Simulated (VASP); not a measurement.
# HfN in VASP: a series of runs, part 3 of 3

VASP 6.6.1. Earlier steps stand in the parts before.

**5. Electric field gradients, PBEsol (volume scaled by 0.96)**

INCAR reads:

```
SYSTEM = HfN
PREC = Accurate
ENCUT = 520
EDIFF = 1E-8
ISMEAR = -1
SIGMA = 0.01
LREAL = .False.
LASPH = .True.
NELM = 120
ALGO = Normal
ISIF = 2
LWAVE = .False.
LCHARG = .False.
GGA = PS
LEFG = .True.
NBANDS = 14
GGA_COMPAT = .False.
```

KPOINTS reads:

```
Automatic mesh
0
Gamma
  10 10 10
  0 0 0
```

POSCAR reads:

```
HfN
1.0
    0.0000000000      2.2284692304      2.2284692304
    2.2284692304      0.0000000000      2.2284692304
    2.2284692304      2.2284692304      0.0000000000
Hf N
1 1
Direct
    0.0000000000      0.0000000000      0.0000000000
    0.5000000000      0.5000000000      0.5000000000
```

Potentials or basis: VASP PAW PBE potentials, release 64 (Hf_pv, N).

Launch:

```
> cat potpaw_PBE.64/Hf_pv/POTCAR potpaw_PBE.64/N/POTCAR > POTCAR
> mpirun -np 1 vasp_std > vasp.out
```

OUTCAR:

```text
SYSTEM = HfN
   PREC = Accurate
   ENCUT = 520
   EDIFF = 1E-8
   ISMEAR = -1
   LREAL = .False.
   LASPH = .True.
   NELM = 120
   ISIF = 2
   GGA = PS

 ion  position               nearest neighbor table
   1  0.000  0.000  0.000-   2 2.23   2 2.23   2 2.23   2 2.23   2 2.23   2 2.23
   2  0.500  0.500  0.500-   1 2.23   1 2.23   1 2.23   1 2.23   1 2.23   1 2.23

  LATTYP: Found a face centered cubic cell.
 ALAT       =     4.4569384608

  Lattice vectors:

 A1 = (   0.0000000000,   2.2284692304,   2.2284692304)
 A2 = (   2.2284692304,   0.0000000000,   2.2284692304)
 A3 = (   2.2284692304,   2.2284692304,   0.0000000000)

Analysis of symmetry for initial positions (statically):
=====================================================================
 Subroutine PRICEL returns:
 Original cell was already a primitive cell.

 Routine SETGRP: Setting up the symmetry group for a
 face centered cubic supercell.

 Subroutine GETGRP returns: Found 48 space group operations
 (whereof 48 operations were pure point group operations)
 out of a pool of 48 trial point group operations.

The static configuration has the point symmetry O_h .

Analysis of symmetry for dynamics (positions and initial velocities):
=====================================================================
 Subroutine PRICEL returns:
 Original cell was already a primitive cell.

 Routine SETGRP: Setting up the symmetry group for a
 face centered cubic supercell.

 Subroutine GETGRP returns: Found 48 space group operations
 (whereof 48 operations were pure point group operations)
 out of a pool of 48 trial point group operations.

The dynamic configuration has the point symmetry O_h .

 Subroutine INISYM returns: Found 48 space group operations
 (whereof 48 operations are pure point group operations),
 and found     1 'primitive' translations

----------------------------------------------------------------------------------------

                                     Primitive cell

  volume of cell :      22.1335

  direct lattice vectors                    reciprocal lattice vectors
     0.000000000  2.228469230  2.228469230    -0.224369264  0.224369264  0.224369264
     2.228469230  0.000000000  2.228469230     0.224369264 -0.224369264  0.224369264
     2.228469230  2.228469230  0.000000000     0.224369264  0.224369264 -0.224369264

  length of vectors
     3.151531409  3.151531409  3.151531409     0.388618964  0.388618964  0.388618964

  position of ions in fractional coordinates (direct lattice)
     0.000000000  0.000000000  0.000000000
     0.500000000  0.500000000  0.500000000

  ion indices of the primitive-cell ions
   primitive index   ion index
                 1           1
                 2           2

----------------------------------------------------------------------------------------

 KPOINTS: Automatic mesh

Automatic generation of k-mesh.
 Grid dimensions read from file:
 generate k-points for:   10   10   10

 Generating k-lattice:

  Cartesian coordinates                     Fractional coordinates (reciprocal lattice)
[... 75 lines left out ...]
   ISMEAR =    -1;   SIGMA  =   0.01  broadening in eV -4-tet -1-fermi 0-gaus
   EFERMI_NEDOS =   21; number of points for ismear=-14 and -15
   IALGO  =     38    algorithm
   IMIX   =      4    mixing-type and parameters
     AMIX     =   0.40;   BMIX     =  1.00
     AMIX_MAG =   1.60;   BMIX_MAG =  1.00
  volume/ion in A,a.u.               =      11.07        74.68
  Fermi-wavevector in a.u.,A,eV,Ry     =   1.437988  2.717403 28.134258  2.067810
  Thomas-Fermi vector in A             =   2.557005
   LORBIT       =      0    0 simple, 1 ext, 2 COOP (PROOUT), +10 PAW based schemes
   GGA     = PS    functional components
   LHFCALC =     F    Hartree Fock is set to
   AEXX    =    0.0000 exact exchange contribution
   IVDW    =     0    specifies the selected vdW correction
   LEPSILON=     F    determine dielectric tensor
   LRPA    =     F    only Hartree local field effects (RPA)
 non-spin polarized calculation
  energy-cutoff  :      520.00
  volume of cell :       22.13
 maximum number of plane-waves:       610
   NGX = 11   NGY = 11   NGZ = 11

 number of electron      15.0000001 magnetization

 Free energy of the ion-electron system (eV)
  ---------------------------------------------------
  ext. energy  EPLUGINS =         0.00000000
  ---------------------------------------------------
  free energy    TOTEN  =       -22.97508206 eV

  energy without entropy =      -22.97488954  energy(sigma->0) =      -22.97498580

 E-fermi :   8.5945     XC(G=0): -13.1086

 val. band max:        8.5557467648   @ k =  -0.4000   0.3000   0.0000
 cond. band min:       8.6089166093   @ k =  -0.1000   0.1000   0.0000
 fundamental gap:      0.0531698444
 Fermi energy:         8.5945091723

 k-point     1 :       0.0000    0.0000    0.0000
  band No.  band energies     occupation
      1     -22.3272      2.00000
      2     -22.3272      2.00000
      3     -22.3272      2.00000
      4      -9.1203      2.00000
      5       5.5293      2.00000
      6       5.5293      2.00000
      7       5.5293      2.00000
      8       8.1708      2.00000
      9       8.1708      2.00000
     10       8.1708      2.00000
     11      10.6111      0.00000
     12      10.6111      0.00000
     13      10.7764      0.00000
     14      18.2035      0.00000
[... 377 lines left out ...]
      1     -23.1194      2.00000
      2     -22.6360      2.00000
      3     -22.6016      2.00000
      4      -7.6288      2.00000
      5       1.8662      2.00000
      6       3.8657      2.00000
      7       4.3997      2.00000
      8       5.9800      2.00000
      9      12.8656      0.00000
     10      13.4498      0.00000
     11      13.5998      0.00000
     12      13.7678      0.00000
     13      18.2047      0.00000
     14      20.3791      0.00000

 [... further k-points ...]
[... 5 lines left out ...]
  --------------------------------------------------------------------------------------
  -------------------------------------------------------------------------------------
  Total        0.9485268      0.9485268      0.9485268     -0.0000000      0.0000000     -0.0000000
  in kB       68.6610198     68.6610198     68.6610198     -0.0000000      0.0000000     -0.0000000
  external PRESSURE =      68.6610198 kB  Pullay stress =       0.0000000 kB

 VOLUME and BASIS-vectors are now :
 -----------------------------------------------------------------------------
  energy-cutoff  :      520.00
  volume of cell :       22.13
      direct lattice vectors                 reciprocal lattice vectors
     0.000000000  2.228469230  2.228469230    -0.224369264  0.224369264  0.224369264
     2.228469230  0.000000000  2.228469230     0.224369264 -0.224369264  0.224369264
     2.228469230  2.228469230  0.000000000     0.224369264  0.224369264 -0.224369264

 POSITION                                       TOTAL-FORCE (eV/Angst)
 -----------------------------------------------------------------------------------
      0.00000      0.00000      0.00000         0.000000      0.000000      0.000000
      2.22847      2.22847      2.22847        -0.000000     -0.000000     -0.000000
 -----------------------------------------------------------------------------------
    total drift:                                0.000000     -0.000000     -0.000000

  FREE ENERGIE OF THE ION-ELECTRON SYSTEM (eV)
  ---------------------------------------------------
  free  energy   TOTEN  =       -22.9750820603 eV

  energy  without entropy=      -22.9748895352  energy(sigma->0) =      -22.97498580

 Electric field gradients (V/A^2)
---------------------------------------------------------------------
 ion       V_xx      V_yy      V_zz      V_xy      V_xz      V_yz
---------------------------------------------------------------------
   1       0.000    -0.000     0.000    -0.000    -0.000    -0.000
   2       0.000    -0.000     0.000     0.001     0.001     0.001
---------------------------------------------------------------------

 Electric field gradients after diagonalization (V/A^2)
 (convention: |V_zz| > |V_xx| > |V_yy|)
----------------------------------------------------------------------
 ion       V_xx      V_yy      V_zz     asymmetry (V_yy - V_xx)/ V_zz
----------------------------------------------------------------------
   1       0.000     0.000    -0.001       0.000
   2      -0.001    -0.001     0.001       0.000
----------------------------------------------------------------------

           NMR quadrupolar parameters

 Cq : quadrupolar parameter    Cq=e*Q*V_zz/h
 eta: asymmetry parameters     (V_yy - V_xx)/ V_zz
 Q  : nuclear electric quadrupole moment in mb (millibarn)
----------------------------------------------------------------------
 ion       Cq(MHz)       eta       Q (mb)
----------------------------------------------------------------------
   1      -0.000       0.000       1.000
   2       0.000       0.000       1.000
----------------------------------------------------------------------
```

It took 24 s on 1 thread of Intel Xeon 8259CL, shared host; peak memory 0.15 GiB.

What came out:

```
Free energy : -22.9751 eV
Pressure    : 6.9 GPa
```

Caveat: without QUAD_EFG the Cq values of the log hold for a quadrupole moment of 1 mb, not for the nuclei; the PAW data sets were made with another functional, which shifts forces and pressure a little; spin-orbit coupling is left out, which moves the levels of the heavy elements.

**6. Electric field gradients, PBEsol (volume scaled by 0.99)**

INCAR is that of step 5.

KPOINTS reads:

```
regular mesh
0
Gamma
  10 10 10
  0 0 0
```

POSCAR reads:

```
HfN
1.0
    0.0000000000      2.2514447596      2.2514447596
    2.2514447596      0.0000000000      2.2514447596
    2.2514447596      2.2514447596      0.0000000000
Hf N
1 1
Direct
    0.0000000000      0.0000000000      0.0000000000
    0.5000000000      0.5000000000      0.5000000000
```

Potentials or basis: VASP PAW PBE potentials, release 64 (Hf_pv, N).

Launch:

```
> cat potpaw_PBE.64/Hf_pv/POTCAR potpaw_PBE.64/N/POTCAR > POTCAR
> mpirun -np 1 vasp_std > vasp.out
```

OUTCAR:

```text
SYSTEM = HfN
   PREC = Accurate
   ENCUT = 520
   EDIFF = 1E-8
   ISMEAR = -1
   LREAL = .False.
   LASPH = .True.
   NELM = 120
   ISIF = 2
   GGA = PS

 ion  position               nearest neighbor table
   1  0.000  0.000  0.000-   2 2.25   2 2.25   2 2.25   2 2.25   2 2.25   2 2.25
   2  0.500  0.500  0.500-   1 2.25   1 2.25   1 2.25   1 2.25   1 2.25   1 2.25

  LATTYP: Found a face centered cubic cell.
 ALAT       =     4.5028895192

  Lattice vectors:

 A1 = (   0.0000000000,   2.2514447596,   2.2514447596)
[... 620 lines left out ...]
  ---------------------------------------------------
  free  energy   TOTEN  =       -22.9846520364 eV

  energy  without entropy=      -22.9844758908  energy(sigma->0) =      -22.98456396

 Electric field gradients (V/A^2)
---------------------------------------------------------------------
 ion       V_xx      V_yy      V_zz      V_xy      V_xz      V_yz
---------------------------------------------------------------------
   1      -0.000     0.000    -0.000    -0.000    -0.000    -0.000
   2      -0.000     0.000     0.000     0.001     0.001     0.001
---------------------------------------------------------------------

 Electric field gradients after diagonalization (V/A^2)
 (convention: |V_zz| > |V_xx| > |V_yy|)
----------------------------------------------------------------------
 ion       V_xx      V_yy      V_zz     asymmetry (V_yy - V_xx)/ V_zz
----------------------------------------------------------------------
   1       0.000     0.000    -0.001       0.000
   2      -0.001    -0.001     0.002       0.000
----------------------------------------------------------------------

           NMR quadrupolar parameters

 Cq : quadrupolar parameter    Cq=e*Q*V_zz/h
 eta: asymmetry parameters     (V_yy - V_xx)/ V_zz
 Q  : nuclear electric quadrupole moment in mb (millibarn)
----------------------------------------------------------------------
 ion       Cq(MHz)       eta       Q (mb)
----------------------------------------------------------------------
   1      -0.000       0.000       1.000
   2       0.000       0.000       1.000
----------------------------------------------------------------------
```

Wall time 25 s (1 thread of Intel Xeon 8259CL, shared host); peak memory 0.15 GiB.

Results:

```yaml
Free_energy: -22.9847 eV
Pressure: -2.4 GPa
```

Levels at points of the mesh, in eV from the Fermi level:
```tsv
k point	band 4	band 5	band 6	band 7	band 8	band 9	band 10	band 11	band 12	band 13
(0.00, 0.00, 0.00)	-17.53	-3.03	-3.03	-3.03	-0.40	-0.40	-0.40	1.88	1.94	1.94
(0.50, 0.00, 0.00)	-14.70	-8.99	-6.26	-6.26	3.31	3.74	3.74	4.43	8.96	8.96
(0.50, 0.50, 0.00)	-16.41	-5.42	-3.92	-3.70	-3.70	4.12	5.60	5.60	5.70	8.04
```

Caveat: without QUAD_EFG the Cq values of the log hold for a quadrupole moment of 1 mb, not for the nuclei; the PAW data sets were made with another functional, which shifts forces and pressure a little; spin-orbit coupling is left out, which moves the levels of the heavy elements.

**7. Summary**

```csv
cell,gap on the mesh (eV),pressure (GPa)
"a = 3.179 Å, angles 60.7°, 2 atoms",none,-5.2
"a = 3.211 Å, angles 59.3°, 2 atoms",none,-5.2
"a = 3.152 Å, angles 60.0°, 2 atoms",none,6.9
"a = 3.184 Å, angles 60.0°, 2 atoms",none,-2.4
```

Alike in all rows: task electric field gradients; level PBEsol; potentials or basis VASP PAW PBE potentials, release 64 (Hf_pv, N); no spin polarisation; k mesh 10 × 10 × 10; cutoff (eV) 520; smearing fermi-dirac 0.01 eV.

Caveats: the PAW data sets were made with another functional, which shifts forces and pressure a little; spin-orbit coupling is left out, which moves the levels of the heavy elements.

Absolute energies hang on the potentials; compare differences alone.
